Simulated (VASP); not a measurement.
# CuAu3 (Pm-3m) in VASP: further runs

Runs on CuAu3. Level: LDA. Tasks: electric field gradients.

All numbers are computed with VASP 6.6.1; they aren't measurements. Logs are shortened: lines on timing, memory, paths and dates and some standing lists are left out, and cuts for length are marked.

**1. The cell of the first run**

Symmetry: Pm-3m, No. 221, cubic system. Conventional cell: a = 3.926 Å, b = 3.926 Å, c = 3.926 Å, α = 90.00°, β = 90.00°, γ = 90.00°. Cu (site symmetry m-3m) has 12 Au at 2.78 Å within 3.7 Å. Au (site symmetry 4/mmm) has 4 Cu at 2.78 Å and 8 Au at 2.78 Å within 3.7 Å.

**2. Electric field gradients, LDA (15.13 Å³/atom)**

INCAR reads:

```
SYSTEM = CuAu3
PREC = Accurate
ENCUT = 520
EDIFF = 1E-8
ISMEAR = -1
SIGMA = 0.05
LREAL = .False.
LASPH = .True.
NELM = 60
ALGO = Normal
ISIF = 2
LWAVE = .False.
LCHARG = .False.
LEFG = .True.
NBANDS = 30
```

KPOINTS reads:

```
Automatic mesh
0
Gamma
  9 9 9
  0 0 0
```

POSCAR reads:

```
CuAu3
1.0
    3.9262096223      0.0000000000      0.0000000000
    0.0000000000      3.9262096223      0.0000000000
    0.0000000000      0.0000000000      3.9262096223
Cu Au
1 3
Direct
    0.0000000000      0.0000000000      0.0000000000
    0.0000000000      0.5000000000      0.5000000000
    0.5000000000      0.0000000000      0.5000000000
    0.5000000000      0.5000000000      0.0000000000
```

Potentials or basis: VASP PAW LDA potentials, release 64 (Cu, Au).

Launch:

```bash
cat potpaw_LDA.64/Cu/POTCAR potpaw_LDA.64/Au/POTCAR > POTCAR
mpirun -np 1 vasp_std > vasp.out
```

OUTCAR:

```text
SYSTEM = CuAu3
   PREC = Accurate
   ENCUT = 520
   EDIFF = 1E-8
   ISMEAR = -1
   LREAL = .False.
   LASPH = .True.
   NELM = 60
   ISIF = 2

 ion  position               nearest neighbor table
   1  0.000  0.000  0.000-   2 2.78   3 2.78   4 2.78   2 2.78   3 2.78   2 2.78   4 2.78   2 2.78
                             3 2.78   4 2.78   3 2.78   4 2.78
   2  0.000  0.500  0.500-   1 2.78   3 2.78   4 2.78   1 2.78   4 2.78   1 2.78   3 2.78   1 2.78
                             3 2.78   4 2.78   4 2.78   3 2.78
   3  0.500  0.000  0.500-   1 2.78   2 2.78   4 2.78   1 2.78   4 2.78   2 2.78   4 2.78   4 2.78
                             1 2.78   2 2.78   1 2.78   2 2.78
   4  0.500  0.500  0.000-   1 2.78   2 2.78   3 2.78   2 2.78   3 2.78   1 2.78   3 2.78   3 2.78
                             1 2.78   2 2.78   2 2.78   1 2.78

  LATTYP: Found a simple cubic cell.
 ALAT       =     3.9262096223

  Lattice vectors:

 A1 = (   3.9262096223,   0.0000000000,   0.0000000000)
 A2 = (   0.0000000000,   3.9262096223,   0.0000000000)
 A3 = (   0.0000000000,   0.0000000000,   3.9262096223)

Analysis of symmetry for initial positions (statically):
=====================================================================
 Subroutine PRICEL returns:
 Original cell was already a primitive cell.

 Routine SETGRP: Setting up the symmetry group for a
 simple cubic supercell.

 Subroutine GETGRP returns: Found 48 space group operations
 (whereof 48 operations were pure point group operations)
 out of a pool of 48 trial point group operations.

The static configuration has the point symmetry O_h .

Analysis of symmetry for dynamics (positions and initial velocities):
=====================================================================
 Subroutine PRICEL returns:
 Original cell was already a primitive cell.

 Routine SETGRP: Setting up the symmetry group for a
 simple cubic supercell.

 Subroutine GETGRP returns: Found 48 space group operations
 (whereof 48 operations were pure point group operations)
 out of a pool of 48 trial point group operations.

The dynamic configuration has the point symmetry O_h .

 Subroutine INISYM returns: Found 48 space group operations
 (whereof 48 operations are pure point group operations),
 and found     1 'primitive' translations

----------------------------------------------------------------------------------------

                                     Primitive cell

  volume of cell :      60.5230

  direct lattice vectors                    reciprocal lattice vectors
     3.926209622  0.000000000  0.000000000     0.254698576  0.000000000  0.000000000
     0.000000000  3.926209622  0.000000000     0.000000000  0.254698576  0.000000000
     0.000000000  0.000000000  3.926209622     0.000000000  0.000000000  0.254698576

  length of vectors
     3.926209622  3.926209622  3.926209622     0.254698576  0.254698576  0.254698576

  position of ions in fractional coordinates (direct lattice)
     0.000000000  0.000000000  0.000000000
     0.000000000  0.500000000  0.500000000
     0.500000000  0.000000000  0.500000000
     0.500000000  0.500000000  0.000000000

  ion indices of the primitive-cell ions
   primitive index   ion index
                 1           1
                 2           2
                 3           3
                 4           4

----------------------------------------------------------------------------------------

 KPOINTS: Automatic mesh

Automatic generation of k-mesh.
 Grid dimensions read from file:
 generate k-points for:    9    9    9

 Generating k-lattice:

  Cartesian coordinates                     Fractional coordinates (reciprocal lattice)
     0.028299842  0.000000000  0.000000000     0.111111111  0.000000000  0.000000000
     0.000000000  0.028299842  0.000000000     0.000000000  0.111111111  0.000000000
     0.000000000  0.000000000  0.028299842     0.000000000  0.000000000  0.111111111

[... 45 lines left out ...]
   NGXF,Y,Z  is equivalent  to a cutoff of  25.41, 25.41, 25.41 a.u.
 SYSTEM =  CuAu3
   PREC   = accura    normal or accurate (medium, high low for compatibility)
   ISTART =      0    job   : 0-new  1-cont  2-samecut
   ICHARG =      2    charge: 1-file 2-atom 10-const
   ISPIN  =      1    spin polarized calculation?
   LNONCOLLINEAR =      F non collinear calculations
   LSORBIT =      F    spin-orbit coupling
   LASPH  =      T    aspherical Exc in radial PAW
   ENCUT  =  520.0 eV  38.22 Ry    6.18 a.u.   7.30  7.30  7.30*2*pi/ulx,y,z
   NELM   =     60;   NELMIN=  2; NELMDL= -5     # of ELM steps
   EDIFF  = 0.1E-07   stopping-criterion for ELM
   LREAL  =      F    real-space projection
   EDIFFG = 0.1E-06   stopping-criterion for IOM
   NSW    =      0    number of steps for IOM
   IBRION =     -1    ionic relax: 0-MD 1-quasi-New 2-CG
   NFREE  =      0    steps in history (QN), initial steepest desc. (CG)
   ISIF   =      2    stress and relaxation
   ISYM   =      2    0-nonsym 1-usesym 2-fastsym
   POTIM  = 0.5000    time-step for ionic-motion
   TEBEG  =    0.0;   TEEND  =   0.0 temperature during run
   PSTRESS=    0.0 pullay stress
   NELECT =      44.0000    total number of electrons
   NUPDOWN=      -1.0000    fix difference up-down
   EMIN   =  10.00;   EMAX   =-10.00  energy-range for DOS
   EFERMI =   0.00;   METHOD = LEGACY
   ISMEAR =    -1;   SIGMA  =   0.05  broadening in eV -4-tet -1-fermi 0-gaus
   EFERMI_NEDOS =   21; number of points for ismear=-14 and -15
   IALGO  =     38    algorithm
   IMIX   =      4    mixing-type and parameters
     AMIX     =   0.40;   BMIX     =  1.00
     AMIX_MAG =   1.60;   BMIX_MAG =  1.00
  volume/ion in A,a.u.               =      15.13       102.11
  Fermi-wavevector in a.u.,A,eV,Ry     =   1.472038  2.781748 29.482393  2.166895
  Thomas-Fermi vector in A             =   2.587101
   LORBIT       =      0    0 simple, 1 ext, 2 COOP (PROOUT), +10 PAW based schemes
   GGA     = CA    functional components
   LHFCALC =     F    Hartree Fock is set to
   AEXX    =    0.0000 exact exchange contribution
   IVDW    =     0    specifies the selected vdW correction
   LEPSILON=     F    determine dielectric tensor
   LRPA    =     F    only Hartree local field effects (RPA)
 non-spin polarized calculation
  energy-cutoff  :      520.00
  volume of cell :       60.52
 maximum number of plane-waves:      1647
 NGX is ok and might be reduce to    30
   NGX = 15   NGY = 15   NGZ = 15

 number of electron      44.0000030 magnetization

 Free energy of the ion-electron system (eV)
  ---------------------------------------------------
  ext. energy  EPLUGINS =         0.00000000
  ---------------------------------------------------
  free energy    TOTEN  =       -18.13774338 eV

  energy without entropy =      -18.12858786  energy(sigma->0) =      -18.13316562

 E-fermi :   9.7235     XC(G=0): -13.2252

 val. band max:        9.7177236771   @ k =   0.4444   0.4444   0.0000
 cond. band min:       9.7419694195   @ k =   0.3333   0.3333   0.2222
 fundamental gap:      0.0242457424
 Fermi energy:         9.7234674033

 k-point     1 :       0.0000    0.0000    0.0000
  band No.  band energies     occupation
      1      -0.7061      2.00000
      2       1.7614      2.00000
      3       2.6344      2.00000
      4       2.6344      2.00000
      5       2.6344      2.00000
      6       2.7647      2.00000
[... 781 lines left out ...]
     29      19.8967      0.00000
     30      20.8422      0.00000

 [... further k-points ...]

------------------------ aborting loop because EDIFF is reached ----------------------------------------

  FORCE on cell =-STRESS in cart. coord.  units (eV):
  Direction    XX          YY          ZZ          XY          YZ          ZX
  --------------------------------------------------------------------------------------
  -------------------------------------------------------------------------------------
  Total        0.8617139      0.8617139      0.8617139      0.0000000      0.0000000     -0.0000000
  in kB       22.8114671     22.8114671     22.8114671      0.0000000      0.0000000     -0.0000000
  external PRESSURE =      22.8114671 kB  Pullay stress =       0.0000000 kB

 VOLUME and BASIS-vectors are now :
 -----------------------------------------------------------------------------
  energy-cutoff  :      520.00
  volume of cell :       60.52
      direct lattice vectors                 reciprocal lattice vectors
     3.926209622  0.000000000  0.000000000     0.254698576  0.000000000  0.000000000
     0.000000000  3.926209622  0.000000000     0.000000000  0.254698576  0.000000000
     0.000000000  0.000000000  3.926209622     0.000000000  0.000000000  0.254698576

 POSITION                                       TOTAL-FORCE (eV/Angst)
 -----------------------------------------------------------------------------------
      0.00000      0.00000      0.00000         0.000000      0.000000      0.000000
      0.00000      1.96310      1.96310         0.000000      0.000000      0.000000
      1.96310      0.00000      1.96310         0.000000      0.000000      0.000000
      1.96310      1.96310      0.00000         0.000000      0.000000      0.000000
 -----------------------------------------------------------------------------------
    total drift:                                0.000000      0.000000     -0.000000

  FREE ENERGIE OF THE ION-ELECTRON SYSTEM (eV)
  ---------------------------------------------------
  free  energy   TOTEN  =       -18.1377433777 eV

  energy  without entropy=      -18.1285878615  energy(sigma->0) =      -18.13316562

 Electric field gradients (V/A^2)
---------------------------------------------------------------------
 ion       V_xx      V_yy      V_zz      V_xy      V_xz      V_yz
---------------------------------------------------------------------
   1      -0.000    -0.000    -0.000     0.000    -0.000     0.000
   2     -83.727    41.863    41.863     0.000     0.000    -0.000
   3      41.863   -83.727    41.863     0.000     0.000     0.000
   4      41.863    41.863   -83.727     0.000     0.000    -0.000
---------------------------------------------------------------------

 Electric field gradients after diagonalization (V/A^2)
 (convention: |V_zz| > |V_xx| > |V_yy|)
----------------------------------------------------------------------
 ion       V_xx      V_yy      V_zz     asymmetry (V_yy - V_xx)/ V_zz
----------------------------------------------------------------------
   1      -0.000    -0.000    -0.000      -0.022
   2      41.863    41.863   -83.727       0.000
   3      41.863    41.863   -83.727       0.000
   4      41.863    41.863   -83.727       0.000
----------------------------------------------------------------------

           NMR quadrupolar parameters

 Cq : quadrupolar parameter    Cq=e*Q*V_zz/h
 eta: asymmetry parameters     (V_yy - V_xx)/ V_zz
 Q  : nuclear electric quadrupole moment in mb (millibarn)
----------------------------------------------------------------------
 ion       Cq(MHz)       eta       Q (mb)
----------------------------------------------------------------------
   1      -0.000      -0.022       1.000
   2      -0.202       0.000       1.000
   3      -0.202       0.000       1.000
   4      -0.202       0.000       1.000
----------------------------------------------------------------------
```

Run time: 38 s. Hardware: 1 thread of AMD EPYC 9R45 (Zen 5), shared host; peak memory 0.16 GiB.

Results:

| Property | Result |
| --- | --- |
| Free energy | -18.1377 eV |
| Pressure | 2.3 GPa |
| Band gap on the k mesh | zero (bands 22 and 23 overlap by 1.64 eV) |
| Largest electric field gradient by atom | Cu -0.0; Au -83.7 V/Å² |

Levels at points of the mesh, in eV from the Fermi level:
```tsv
k point	band 19	band 20	band 21	band 22	band 23	band 24	band 25	band 26
(0.00, 0.00, 0.00)	-1.56	-1.56	-1.56	0.85	0.85	0.85	6.27	6.27
```

Electric field gradients, principal values (V/Å²):
| atom | least | middle | greatest (by size) |
| --- | --- | --- | --- |
| 1 Cu | 0.000 | 0.000 | 0.000 |
| 2 Au | 41.863 | 41.863 | -83.727 |
| 3 Au | 41.863 | 41.863 | -83.727 |
| 4 Au | 41.863 | 41.863 | -83.727 |

Caveat: without QUAD_EFG the Cq values of the log hold for a quadrupole moment of 1 mb, not for the nuclei; spin-orbit coupling is left out, which moves the levels of the heavy elements.

**3. Electric field gradients, LDA (15.60 Å³/atom)**

This run uses another cell than the first one, of 15.60 Å³/atom.

INCAR reads:

```
  PREC = Accurate
  ENCUT = 520
  EDIFF = 1E-8
  ISMEAR = -1
  SIGMA = 0.05
  LREAL = F
  LASPH = T
  NELM = 80
  ALGO = Normal
  ISIF = 2
  LWAVE = F
  LCHARG = F
  LEFG = T
  NBANDS = 30
```

KPOINTS reads:

```
Automatic mesh
0
Gamma
  9 9 9
```

POSCAR reads:

```
CuAu3
1.0
    3.9666888638      0.0000000000      0.0000000000
    0.0000000000      3.9666888638      0.0000000000
    0.0000000000      0.0000000000      3.9666888638
Cu Au
1 3
Direct
    0.0000000000      0.0000000000      0.0000000000
    0.0000000000      0.5000000000      0.5000000000
    0.5000000000      0.0000000000      0.5000000000
    0.5000000000      0.5000000000      0.0000000000
```

Potentials or basis: VASP PAW LDA potentials, release 64 (Cu, Au).

Launch:

```bash
cat potpaw_LDA.64/Cu/POTCAR potpaw_LDA.64/Au/POTCAR > POTCAR
mpirun -np 1 vasp_std > vasp.out
```

OUTCAR:

```text
PREC = Accurate
   ENCUT = 520
   EDIFF = 1E-8
   ISMEAR = -1
   LREAL = F
   LASPH = T
   NELM = 80
   ISIF = 2

 ion  position               nearest neighbor table
   1  0.000  0.000  0.000-   2 2.80   3 2.80   4 2.80   2 2.80   3 2.80   2 2.80   4 2.80   2 2.80
                             3 2.80   4 2.80   3 2.80   4 2.80
   2  0.000  0.500  0.500-   1 2.80   3 2.80   4 2.80   1 2.80   4 2.80   1 2.80   3 2.80   1 2.80
                             3 2.80   4 2.80   4 2.80   3 2.80
   3  0.500  0.000  0.500-   1 2.80   2 2.80   4 2.80   1 2.80   4 2.80   2 2.80   4 2.80   4 2.80
                             1 2.80   2 2.80   1 2.80   2 2.80
   4  0.500  0.500  0.000-   1 2.80   2 2.80   3 2.80   2 2.80   3 2.80   1 2.80   3 2.80   3 2.80
                             1 2.80   2 2.80   2 2.80   1 2.80

  LATTYP: Found a simple cubic cell.
 ALAT       =     3.9666888638

  Lattice vectors:

 A1 = (   3.9666888638,   0.0000000000,   0.0000000000)
 A2 = (   0.0000000000,   3.9666888638,   0.0000000000)
 A3 = (   0.0000000000,   0.0000000000,   3.9666888638)

Analysis of symmetry for initial positions (statically):
=====================================================================
 Subroutine PRICEL returns:
[... 999 lines left out ...]
      1.98334      0.00000      1.98334         0.000000      0.000000      0.000000
      1.98334      1.98334      0.00000         0.000000      0.000000      0.000000
 -----------------------------------------------------------------------------------
    total drift:                                0.000000      0.000000     -0.000000

  FREE ENERGIE OF THE ION-ELECTRON SYSTEM (eV)
  ---------------------------------------------------
  free  energy   TOTEN  =       -18.1313166219 eV

  energy  without entropy=      -18.1226607423  energy(sigma->0) =      -18.12698868

 Electric field gradients (V/A^2)
---------------------------------------------------------------------
 ion       V_xx      V_yy      V_zz      V_xy      V_xz      V_yz
---------------------------------------------------------------------
   1      -0.000    -0.000    -0.000    -0.000     0.000     0.000
   2     -77.499    38.749    38.749    -0.000     0.000    -0.000
   3      38.749   -77.499    38.749     0.000     0.000    -0.000
   4      38.749    38.749   -77.499     0.000     0.000    -0.000
---------------------------------------------------------------------

 Electric field gradients after diagonalization (V/A^2)
 (convention: |V_zz| > |V_xx| > |V_yy|)
----------------------------------------------------------------------
 ion       V_xx      V_yy      V_zz     asymmetry (V_yy - V_xx)/ V_zz
----------------------------------------------------------------------
   1      -0.000    -0.000    -0.000      -0.657
   2      38.749    38.749   -77.499       0.000
   3      38.749    38.749   -77.499       0.000
   4      38.749    38.749   -77.499       0.000
----------------------------------------------------------------------

           NMR quadrupolar parameters

 Cq : quadrupolar parameter    Cq=e*Q*V_zz/h
 eta: asymmetry parameters     (V_yy - V_xx)/ V_zz
 Q  : nuclear electric quadrupole moment in mb (millibarn)
----------------------------------------------------------------------
 ion       Cq(MHz)       eta       Q (mb)
----------------------------------------------------------------------
   1      -0.000      -0.657       1.000
   2      -0.187       0.000       1.000
   3      -0.187       0.000       1.000
   4      -0.187       0.000       1.000
----------------------------------------------------------------------
```

Wall time 38 s (1 thread of AMD EPYC 9R45 (Zen 5), shared host); peak memory 0.16 GiB.

What came out:

| Quantity | Value |
| --- | --- |
| Free energy | -18.1313 eV |
| Pressure | -3.4 GPa |
| Band gap on the k mesh | zero (bands 22 and 23 overlap by 1.59 eV) |
| Largest electric field gradient by atom | Cu -0.0; Au -77.5 V/Å² |

Electric field gradients, principal values (V/Å²):
```csv
atom,least,middle,greatest (by size)
1 Cu,0.000,0.000,0.000
2 Au,38.749,38.749,-77.499
3 Au,38.749,38.749,-77.499
4 Au,38.749,38.749,-77.499
```

Caveat: the cell stands under tension; without QUAD_EFG the Cq values of the log hold for a quadrupole moment of 1 mb, not for the nuclei; spin-orbit coupling is left out, which moves the levels of the heavy elements.

(Continued in part 2 of 3.)
